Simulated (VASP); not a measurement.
Write the native input for VASP 6.6.1 that does the following.

```
Task                   : single point
Functional             : PBE
Potentials or basis    : VASP PAW PBE potentials, release 64 (W_sv, S)
Cutoff                 : 520 eV
k mesh                 : 6 × 6 × 6
Occupations            : gaussian, width 0.1 eV
Spin                   : no spin polarisation
Dipole correction      : no
Further INCAR settings : ALGO = Fast; EDIFF = 1e-07; NBANDS = 42
```

The structure of WS3 lies in POSCAR:

```
WS3
1.0
    6.3682761939      0.0000000000      0.0000000000
    0.0000000000      6.3682761939      0.0000000000
    0.0000000000      0.0000000000      6.5673144045
W S
2 6
Direct
    0.5000000000      0.0000000000      0.9106174692
    0.0000000000      0.5000000000      0.0893825308
    0.2500000000      0.7500000000      0.0000000000
    0.7500000000      0.7500000000      0.0000000000
    0.7500000000      0.2500000000      0.0000000000
    0.2500000000      0.2500000000      0.0000000000
    0.5000000000      0.0000000000      0.5866559702
    0.0000000000      0.5000000000      0.4133440298
```

The input as run:

INCAR

```
SYSTEM = WS3
PREC     = Accurate       ! precision mode
ENCUT    = 520            ! plane-wave cutoff, eV
EDIFF    = 1E-7           ! SCF threshold, eV
ISMEAR   = 0              ! smearing method
SIGMA    = 0.1            ! smearing width, eV
LREAL    = .False.        ! projectors in reciprocal space
LASPH    = .True.         ! aspherical terms in the spheres
NELM     = 80             ! most SCF steps
ALGO     = Fast           ! electronic algorithm
ISIF     = 2              ! what is computed and relaxed
LWAVE    = .False.        ! write WAVECAR
LCHARG   = .False.        ! write CHGCAR
GGA      = PE             ! functional
NBANDS   = 42             ! bands
```

KPOINTS

```
Automatic mesh
0
Gamma
  6 6 6
  0 0 0
```

Potentials or basis: VASP PAW PBE potentials, release 64 (W_sv, S).

The run is started by

```sh
$ cat potpaw_PBE.64/W_sv/POTCAR potpaw_PBE.64/S/POTCAR > POTCAR
$ mpirun -np 1 vasp_std > vasp.out
```

It gave:

| Quantity | Value |
| --- | --- |
| Pressure | 0.0 GPa |
| Largest force | 0.016 eV/Å |
| Band gap on the k mesh | zero (filled and empty bands touch) |

Caveat: spin-orbit coupling is left out, which moves the levels of the heavy elements.

It took 15 min on 1 thread of AMD EPYC 9755 128-Core Processor, on a shared host, peak memory 0.5 GiB.
